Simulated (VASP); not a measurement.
# Al4N5: single point with PBE

Al4N5, a slab with vacuum:

```xyz
18
Lattice="6.2595 0.0000 0.0000 0.0000 5.0173 0.0000 0.0000 0.0000 20.1620" Properties=species:S:1:pos:R:3 pbc="T T T"
Al    0.0000    5.0086    4.0000
Al    3.1298    5.0086    4.0000
Al    1.5649    2.5000    4.9035
Al    4.6947    2.5000    4.9035
Al    1.5649    4.9748    6.8185
Al    4.6947    4.9748    6.8185
Al    0.0000    2.3202    7.3734
Al    3.1298    2.3202    7.3734
N     0.0000    3.0943    4.0000
N     3.1298    3.0943    4.0000
N     1.5649    0.5857    4.9035
N     4.6947    0.5857    4.9035
N     1.5649    3.0825    6.7939
N     4.6947    3.0825    6.7939
N     0.0000    0.5581    7.5620
N     3.1298    0.5581    7.5620
N     1.0433    2.2305   10.4890
N     1.0433    2.2305   11.5912
```

- Program: VASP 6.6.1
- Task: single point
- Functional: PBE
- Potentials or basis: VASP PAW PBE potentials, release 64 (Al, N)
- Cutoff: 520 eV
- k mesh: 5 × 6 × 1
- Occupations: gaussian, width 0.05 eV
- Spin: no spin polarisation
- Dipole correction: yes
- Further INCAR settings: LREAL = Auto; ALGO = Normal; EDIFF = 1e-06; NBANDS = 52

```json
{
  "Largest force": "2.825 eV/Å",
  "Band gap on the k mesh": "1.41 eV (least direct gap 1.44 eV)"
}
```

Forces on the atoms (eV/Å):
```
Al   0.002 -1.629  2.308
Al  -0.002 -1.630  2.298
Al   0.003  0.805 -1.929
Al  -0.001  0.794 -1.954
Al  -0.037 -0.025 -0.013
Al   0.039 -0.009 -0.016
Al   0.067  0.025  0.056
Al  -0.038  0.044 -0.039
N   -0.003  0.715  0.773
N    0.003  0.715  0.775
N    0.004  0.117 -1.122
N   -0.005  0.117 -1.121
N    0.009 -0.023 -0.016
N   -0.008 -0.019  0.036
N   -0.038 -0.050 -0.049
N    0.010 -0.009  0.017
N   -0.004  0.118 -1.749
N   -0.001 -0.055  1.746
```

Levels at points of the mesh, in eV from the valence-band top:
| k point | band 35 | band 36 | band 37 | band 38 | band 39 | band 40 |
| --- | --- | --- | --- | --- | --- | --- |
| (0.00, 0.00, 0.00) | -0.24 | -0.08 | -0.02 | 1.41 | 2.62 | 2.80 |
| (0.00, 0.50, 0.00) | -0.42 | -0.26 | 0.00 | 1.89 | 2.63 | 2.68 |

Run time: 24 min on 1 thread of Oxide Virtual Turin-like Processor, with other jobs on the host, peak memory 0.72 GiB.

Caveat: the standard files for N, O and F lose accuracy on very short bonds.
